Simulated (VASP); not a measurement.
## GaSb: relaxation of cell and atoms with LDA

GaSb:

```
CELL_PARAMETERS angstrom
-2.75343 2.75343 1.59071
2.75343 -2.75343 1.59071
2.75343 2.75343 -1.59071
ATOMIC_POSITIONS crystal
Ga 0.25000 0.75000 0.50000
Sb 0.00000 0.00000 0.00000
```

- Program: VASP 6.6.1
- Task: relaxation of cell and atoms
- Functional: LDA
- Potentials or basis: VASP PAW LDA potentials, release 64 (Ga_d, Sb)
- Cutoff: 500 eV
- k mesh: 8 × 8 × 8
- Occupations: fermi-dirac, width 0.1 eV
- Spin: no spin polarisation
- Dipole correction: no
- Further INCAR settings: ALGO = Normal; EDIFF = 1e-07; IBRION = 2; EDIFFG = -0.01; NSW = 80; ISIF = 3

```yaml
Relaxed_volume: 22.35 Å³/atom
Relaxed_cell: a = 4.099 Å, b = 4.099 Å, c = 4.099 Å, α = 98.26°, β = 98.26°, γ = 135.44°
Space_group_after_relaxing_to_0.1_Å: I-4m2 (No. 119)
Energy_gained_by_relaxing: 24.5 meV/atom
Ionic_steps: 9
Pressure_after_relaxing: 0.0 GPa
Band_gap_on_the_k_mesh: zero (bands 9 and 10 overlap by 4.00 eV)
```

The path:
| step | energy change (eV) | largest force (eV/Å) | pressure (GPa) | volume (Å³) |
| --- | --- | --- | --- | --- |
| 1 | 0.0000 | 0.0000 | -4.14 | 48.24 |
| 2 | -0.0460 | 0.0000 | 1.15 | 44.02 |
| 3 | -0.0488 | 0.0000 | -0.02 | 44.77 |
| 4 | -0.0488 | 0.0000 | -0.10 | 44.84 |
| 5 | -0.0490 | 0.0000 | -0.08 | 44.81 |
| 6 | -0.0490 | 0.0000 | -0.12 | 44.80 |
| 7 | -0.0490 | 0.0000 | -0.07 | 44.77 |
| 8 | -0.0490 | 0.0000 | -0.09 | 44.79 |
| 9 | -0.0490 | 0.0000 | 0.03 | 44.70 |

Final structure:
```yaml
crystal:
  lattice:
    - [-2.68174, 2.68174, 1.55392]
    - [2.68174, -2.68174, 1.55392]
    - [2.68174, 2.68174, -1.55392]
  atoms:
    - { symbol: Ga, position: [0.25000, 0.75000, 0.50000] }
    - { symbol: Sb, position: [0.00000, 0.00000, 0.00000] }
```

Levels at points of the mesh, in eV from the Fermi level:
```tsv
k point	band 6	band 7	band 8	band 9	band 10	band 11	band 12	band 13
(0.00, 0.00, 0.00)	-12.51	-2.74	-2.01	-2.01	3.39	5.40	7.49	7.49
(0.50, 0.00, 0.00)	-8.48	-5.97	-2.47	-1.63	-1.25	2.35	3.46	5.44
(0.50, 0.50, 0.00)	-10.86	-8.50	0.06	1.80	2.38	2.52	4.81	6.66
(0.50, 0.50, 0.50)	-9.49	-6.16	-5.37	-5.37	3.60	5.00	11.11	11.11
```

Wall time 3.1 min on 1 thread of Intel Xeon 8259CL, on a shared host, peak memory 0.2 GiB.

Caveat: spin-orbit coupling is left out, which moves the levels of the heavy elements.
